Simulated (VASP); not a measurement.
# Si6C (R-3) in VASP: further runs

Si6C is run at these levels: PBE; tasks: relaxation of shape and atoms at fixed volume.

Everything below comes from runs of VASP 6.6.1. Logs are shortened: lines on timing, memory, paths and dates and some standing lists are left out, and cuts for length are marked.

## 1. The cell of the first run

Symmetry: R-3, No. 148, trigonal system. Conventional cell: a = 9.695 Å, b = 9.695 Å, c = 9.002 Å, α = 90.00°, β = 90.00°, γ = 120.00°. Within 2.7 Å of Si (site symmetry 1) lie 1 C at 2.02 Å and 3 Si at 2.37 to 2.43 Å. Within 3.1 Å of Si (site symmetry 1) lie 4 Si at 2.35 to 2.37 Å. Within 2.1 Å of C (site symmetry 3) lie 1 C at 1.60 Å and 3 Si at 2.02 Å.

## 2. Relaxation of shape and atoms at fixed volume, PBE (17.45 Å³/atom)

Input file INCAR:

```
SYSTEM = Si6C
  PREC = Accurate
  ENCUT = 600
  EDIFF = 1E-7
  ISMEAR = 0
  SIGMA = 0.02
  LREAL = .False.
  LASPH = .True.
  NELM = 120
  ALGO = Normal
  ISIF = 4
  LWAVE = .False.
  LCHARG = .False.
  GGA = PE
  IBRION = 2
  NSW = 50
  EDIFFG = -0.01
  GGA_COMPAT = .False.
  NELMIN = 4
```

Input file KPOINTS:

```
Automatic mesh
0
Gamma
  6 6 6
  0 0 0
```

Input file POSCAR:

```
Si6C
1.0
    4.8476143014      2.7987714218      3.0006958157
   -4.8476143014      2.7987714218      3.0006958157
    0.0000000000     -5.5975428437      3.0006958157
Si C
12 2
Direct
    0.3870941659      0.1371570904      0.0127518674
    0.6129058341      0.8628429096      0.9872481326
    0.6169004928      0.7400151846      0.3206390690
    0.3830995072      0.2599848154      0.6793609310
    0.0127518674      0.3870941659      0.1371570904
    0.9872481326      0.6129058341      0.8628429096
    0.3206390690      0.6169004928      0.7400151846
    0.6793609310      0.3830995072      0.2599848154
    0.1371570904      0.0127518674      0.3870941659
    0.8628429096      0.9872481326      0.6129058341
    0.2599848154      0.6793609310      0.3830995072
    0.7400151846      0.3206390690      0.6169004928
    0.9108936235      0.9108936235      0.9108936235
    0.0891063765      0.0891063765      0.0891063765
```

Potentials or basis: VASP PAW PBE potentials, release 64 (Si, C).

Command:

```bash
$ cat potpaw_PBE.64/Si/POTCAR potpaw_PBE.64/C/POTCAR > POTCAR
$ mpirun -np 1 vasp_std > vasp.out
```

OUTCAR:

```text
SYSTEM = Si6C
   PREC = Accurate
   ENCUT = 600
   EDIFF = 1E-7
   ISMEAR = 0
   LREAL = .False.
   LASPH = .True.
   NELM = 120
   ISIF = 4
   GGA = PE
   IBRION = 2
   NSW = 50
   EDIFFG = -0.01
   NELMIN = 4

 ion  position               nearest neighbor table
   1  0.387  0.137  0.013-  14 2.02   8 2.37   4 2.37   2 2.43
   2  0.613  0.863  0.987-  13 2.02   7 2.37   3 2.37   1 2.43
   3  0.617  0.740  0.321-  11 2.35   8 2.35  10 2.37   2 2.37
   4  0.383  0.260  0.679-  12 2.35   7 2.35   9 2.37   1 2.37
   5  0.013  0.387  0.137-  14 2.02  11 2.37   8 2.37   6 2.43
   6  0.987  0.613  0.863-  13 2.02  12 2.37   7 2.37   5 2.43
   7  0.321  0.617  0.740-   4 2.35  11 2.35   2 2.37   6 2.37
   8  0.679  0.383  0.260-   3 2.35  12 2.35   1 2.37   5 2.37
   9  0.137  0.013  0.387-  14 2.02   4 2.37  11 2.37  10 2.43
  10  0.863  0.987  0.613-  13 2.02   3 2.37  12 2.37   9 2.43
  11  0.260  0.679  0.383-   3 2.35   7 2.35   5 2.37   9 2.37
  12  0.740  0.321  0.617-   4 2.35   8 2.35   6 2.37  10 2.37
  13  0.911  0.911  0.911-  14 1.60   2 2.02   6 2.02  10 2.02
  14  0.089  0.089  0.089-  13 1.60   1 2.02   5 2.02   9 2.02

  LATTYP: Found a trigonal (rhomboedric) cell.
 ALAT       =     6.3511149623
 COS(alpha) =    -0.1651616013

  Lattice vectors:

 A1 = (   4.8476143014,   2.7987714218,   3.0006958157)
 A2 = (  -4.8476143014,   2.7987714218,   3.0006958157)
 A3 = (   0.0000000000,  -5.5975428437,   3.0006958157)

Analysis of symmetry for initial positions (statically):
=====================================================================
 Subroutine PRICEL returns:
 Original cell was already a primitive cell.

 Routine SETGRP: Setting up the symmetry group for a
 trigonal (rhombohedral) supercell.

 Subroutine GETGRP returns: Found  6 space group operations
 (whereof  6 operations were pure point group operations)
 out of a pool of 12 trial point group operations.

The static configuration has the point symmetry S_6 .

Analysis of symmetry for dynamics (positions and initial velocities):
=====================================================================
 Subroutine PRICEL returns:
 Original cell was already a primitive cell.

 Routine SETGRP: Setting up the symmetry group for a
 trigonal (rhombohedral) supercell.

 Subroutine GETGRP returns: Found  6 space group operations
 (whereof  6 operations were pure point group operations)
 out of a pool of 12 trial point group operations.

The dynamic configuration has the point symmetry S_6 .

 Subroutine INISYM returns: Found  6 space group operations
 (whereof  6 operations are pure point group operations),
 and found     1 'primitive' translations

----------------------------------------------------------------------------------------

                                     Primitive cell

  volume of cell :     244.2692

  direct lattice vectors                    reciprocal lattice vectors
     4.847614301  2.798771422  3.000695816     0.103143519  0.059549939  0.111085346
    -4.847614301  2.798771422  3.000695816    -0.103143519  0.059549939  0.111085346
     0.000000000 -5.597542844  3.000695816     0.000000000 -0.119099877  0.111085346

  length of vectors
     6.351114962  6.351114962  6.351114962     0.162864161  0.162864161  0.162864161

  position of ions in fractional coordinates (direct lattice)
     0.387094166  0.137157090  0.012751867
     0.612905834  0.862842910  0.987248133
     0.616900493  0.740015185  0.320639069
     0.383099507  0.259984815  0.679360931
     0.012751867  0.387094166  0.137157090
     0.987248133  0.612905834  0.862842910
     0.320639069  0.616900493  0.740015185
     0.679360931  0.383099507  0.259984815
     0.137157090  0.012751867  0.387094166
     0.862842910  0.987248133  0.612905834
     0.259984815  0.679360931  0.383099507
     0.740015185  0.320639069  0.616900493
     0.910893624  0.910893624  0.910893624
     0.089106376  0.089106376  0.089106376

  ion indices of the primitive-cell ions
   primitive index   ion index
                 1           1
                 2           2
                 3           3
                 4           4
                 5           5
                 6           6
                 7           7
                 8           8
                 9           9
                10          10
                11          11
                12          12
                13          13
                14          14

----------------------------------------------------------------------------------------

 KPOINTS: Automatic mesh

Automatic generation of k-mesh.
 Grid dimensions read from file:
 generate k-points for:    6    6    6

 Generating k-lattice:

  Cartesian coordinates                     Fractional coordinates (reciprocal lattice)
     0.017190587  0.009924990  0.018514224     0.166666667 -0.000000000  0.000000000
    -0.017190587  0.009924990  0.018514224    -0.000000000  0.166666667  0.000000000
     0.000000000 -0.019849980  0.018514224     0.000000000  0.000000000  0.166666667

  Length of vectors
     0.027144027  0.027144027  0.027144027

  Shift w.r.t. Gamma in fractional coordinates (k-lattice)
     0.000000000  0.000000000  0.000000000

 Subroutine IBZKPT returns following result:
 ===========================================

 Found     40 irreducible k-points:

 Following reciprocal coordinates:
            Coordinates               Weight
  0.000000  0.000000  0.000000      1.000000
  0.166667 -0.000000  0.000000      6.000000
  0.333333  0.000000  0.000000      6.000000
  0.500000  0.000000  0.000000      3.000000
  0.166667  0.166667  0.000000      6.000000
  0.333333  0.166667  0.000000      6.000000
[... 16 lines left out ...]
  0.333333  0.333333  0.166667      6.000000
  0.500000  0.333333  0.166667      6.000000
 [... further k-points ...]
   k-points           NKPTS =     40   k-points in BZ     NKDIM =     40   number of bands    NBANDS=     36
   number of dos      NEDOS =    301   number of ions     NIONS =     14
   total plane-waves  NPLWV = 157464
   dimension x,y,z NGX =    54 NGY =   54 NGZ =   54
   dimension x,y,z NGXF=   108 NGYF=  108 NGZF=  108
   ions per type =              12   2
   NGX,Y,Z   is equivalent  to a cutoff of  14.13, 14.13, 14.13 a.u.
   NGXF,Y,Z  is equivalent  to a cutoff of  28.27, 28.27, 28.27 a.u.
 SYSTEM =  Si6C
   PREC   = accura    normal or accurate (medium, high low for compatibility)
   ISTART =      0    job   : 0-new  1-cont  2-samecut
   ICHARG =      2    charge: 1-file 2-atom 10-const
   ISPIN  =      1    spin polarized calculation?
   LNONCOLLINEAR =      F non collinear calculations
   LSORBIT =      F    spin-orbit coupling
   LASPH  =      T    aspherical Exc in radial PAW
   ENCUT  =  600.0 eV  44.10 Ry    6.64 a.u.  12.68 12.68 12.68*2*pi/ulx,y,z
   NELM   =    120;   NELMIN=  4; NELMDL= -5     # of ELM steps
   EDIFF  = 0.1E-06   stopping-criterion for ELM
   LREAL  =      F    real-space projection
   EDIFFG = -.1E-01   stopping-criterion for IOM
   NSW    =     50    number of steps for IOM
   IBRION =      2    ionic relax: 0-MD 1-quasi-New 2-CG
   NFREE  =      1    steps in history (QN), initial steepest desc. (CG)
   ISIF   =      4    stress and relaxation
   ISYM   =      2    0-nonsym 1-usesym 2-fastsym
   POTIM  = 0.5000    time-step for ionic-motion
   TEBEG  =    0.0;   TEEND  =   0.0 temperature during run
   PSTRESS=    0.0 pullay stress
   NELECT =      56.0000    total number of electrons
   NUPDOWN=      -1.0000    fix difference up-down
   EMIN   =  10.00;   EMAX   =-10.00  energy-range for DOS
   EFERMI =   0.00;   METHOD = LEGACY
   ISMEAR =     0;   SIGMA  =   0.02  broadening in eV -4-tet -1-fermi 0-gaus
   EFERMI_NEDOS =   21; number of points for ismear=-14 and -15
   IALGO  =     38    algorithm
   IMIX   =      4    mixing-type and parameters
     AMIX     =   0.40;   BMIX     =  1.00
     AMIX_MAG =   1.60;   BMIX_MAG =  1.00
  volume/ion in A,a.u.               =      17.45       117.74
  Fermi-wavevector in a.u.,A,eV,Ry     =   1.001954  1.893419 13.659059  1.003913
  Thomas-Fermi vector in A             =   2.134410
   LORBIT       =      0    0 simple, 1 ext, 2 COOP (PROOUT), +10 PAW based schemes
   GGA     = PE    functional components
   LHFCALC =     F    Hartree Fock is set to
   AEXX    =    0.0000 exact exchange contribution
   IVDW    =     0    specifies the selected vdW correction
   LEPSILON=     F    determine dielectric tensor
   LRPA    =     F    only Hartree local field effects (RPA)
 conjugate gradient relaxation of ions
 non-spin polarized calculation
 Gauss-broadening in eV      SIGMA  =   0.02
  energy-cutoff  :      600.00
  volume of cell :      244.27
 maximum number of plane-waves:      8195
 NGX is ok and might be reduce to    54
   NGX = 25   NGY = 25   NGZ = 25

--------------------------------------- Ionic step        1  -------------------------------------------

 number of electron      55.9999999 magnetization

 Free energy of the ion-electron system (eV)
  ---------------------------------------------------
  ext. energy  EPLUGINS =         0.00000000
  ---------------------------------------------------
  free energy    TOTEN  =       -80.70105353 eV

  energy without entropy =      -80.70105353  energy(sigma->0) =      -80.70105353

------------------------ aborting loop because EDIFF is reached ----------------------------------------

  FORCE on cell =-STRESS in cart. coord.  units (eV):
  Direction    XX          YY          ZZ          XY          YZ          ZX
  --------------------------------------------------------------------------------------
  -------------------------------------------------------------------------------------
  Total       -4.6303183     -4.6303183     -5.0623528     -0.0000000      0.0000000      0.0000000
  in kB      -30.3705539    -30.3705539    -33.2042961     -0.0000003      0.0000000      0.0000000
  external PRESSURE =     -31.3151346 kB  Pullay stress =       0.0000000 kB
[... 225 lines left out ...]
  energy  without entropy=      -80.7034798184  energy(sigma->0) =      -80.70347982

--------------------------------------- Ionic step        6  -------------------------------------------

 number of electron      55.9999999 magnetization

 Free energy of the ion-electron system (eV)
  ---------------------------------------------------
  ext. energy  EPLUGINS =         0.00000000
  ---------------------------------------------------
  free energy    TOTEN  =       -80.70358386 eV

  energy without entropy =      -80.70358386  energy(sigma->0) =      -80.70358386

 E-fermi :   6.4942     XC(G=0):  -9.8159

 val. band max:        6.3857001255   @ k =   0.0000   0.0000   0.0000
 cond. band min:       6.9514149719   @ k =   0.5000   0.5000   0.5000
 fundamental gap:      0.5657148464
 Fermi energy:         6.4941740207

 k-point     1 :       0.0000    0.0000    0.0000
  band No.  band energies     occupation
      1      -8.0678      2.00000
      2      -4.9614      2.00000
      3      -4.6163      2.00000
      4      -2.7416      2.00000
      5      -2.7416      2.00000
      6      -2.7140      2.00000
[... 925 lines left out ...]
     35       9.0385      0.00000
     36       9.5163      0.00000

 [... further k-points ...]

------------------------ aborting loop because EDIFF is reached ----------------------------------------

  FORCE on cell =-STRESS in cart. coord.  units (eV):
  Direction    XX          YY          ZZ          XY          YZ          ZX
  --------------------------------------------------------------------------------------
  -------------------------------------------------------------------------------------
  Total       -4.6358722     -4.6358722     -4.5913173     -0.0000000      0.0000000     -0.0000000
  in kB      -30.4069824    -30.4069824    -30.1147439     -0.0000002      0.0000000     -0.0000000
  external PRESSURE =     -30.3095696 kB  Pullay stress =       0.0000000 kB
[... 29 lines left out ...]
  FREE ENERGIE OF THE ION-ELECTRON SYSTEM (eV)
  ---------------------------------------------------
  free  energy   TOTEN  =       -80.7035838606 eV

  energy  without entropy=      -80.7035838606  energy(sigma->0) =      -80.70358386

 reached required accuracy - stopping structural energy minimisation
```

Run time: 21 min. Hardware: 1 thread of Intel Xeon Platinum 8488C (Sapphire Rapids), shared host; peak memory 0.62 GiB.

Results:

```
Free energy                  : -80.7036 eV
Energy gained by relaxing    : 0.2 meV/atom
Ionic steps                  : 6
Pressure after relaxing      : -3.0 GPa
Largest force after relaxing : 0.009 eV/Å
Band gap on the k mesh       : 0.57 eV (least direct gap 1.17 eV)
```

Forces on the atoms (eV/Å):
```
Si   0.001 -0.005  0.003
Si  -0.001  0.005 -0.003
Si  -0.004  0.006 -0.006
Si   0.004 -0.006  0.006
Si   0.004  0.003  0.003
Si  -0.004 -0.003 -0.003
Si  -0.003 -0.006 -0.006
Si   0.003  0.006  0.006
Si  -0.005  0.002  0.003
Si   0.005 -0.002 -0.003
Si  -0.007 -0.001  0.006
Si   0.007  0.001 -0.006
C    0.000  0.000  0.009
C    0.000  0.000 -0.009
```

The path:
```
step  energy change (eV)  largest force (eV/Å)  pressure (GPa)  volume (Å³)
   1              0.0000                0.0675           -3.13       244.27
   2             -0.0020                0.0476           -3.06       244.27
   3             -0.0020                0.0693           -3.05       244.27
   4             -0.0024                0.0208           -3.03       244.27
   5             -0.0024                0.0207           -3.03       244.27
   6             -0.0025                0.0092           -3.03       244.27
```

Final structure:
```yaml
crystal:
  lattice:
    - [4.85046, 2.80041, 2.99718]
    - [-4.85046, 2.80041, 2.99718]
    - [0.00000, -5.60083, 2.99718]
  atoms:
    - { symbol: Si, position: [0.38787, 0.13777, 0.01268] }
    - { symbol: Si, position: [0.61213, 0.86223, 0.98732] }
    - { symbol: Si, position: [0.61622, 0.73930, 0.32025] }
    - { symbol: Si, position: [0.38378, 0.26070, 0.67975] }
    - { symbol: Si, position: [0.01268, 0.38787, 0.13777] }
    - { symbol: Si, position: [0.98732, 0.61213, 0.86223] }
    - { symbol: Si, position: [0.32025, 0.61622, 0.73930] }
    - { symbol: Si, position: [0.67975, 0.38378, 0.26070] }
    - { symbol: Si, position: [0.13777, 0.01268, 0.38787] }
    - { symbol: Si, position: [0.86223, 0.98732, 0.61213] }
    - { symbol: Si, position: [0.26070, 0.67975, 0.38378] }
    - { symbol: Si, position: [0.73930, 0.32025, 0.61622] }
    - { symbol: C, position: [0.91092, 0.91092, 0.91092] }
    - { symbol: C, position: [0.08908, 0.08908, 0.08908] }
```

A k mesh can miss the band edges.

(Continued in part 2 of 2.)
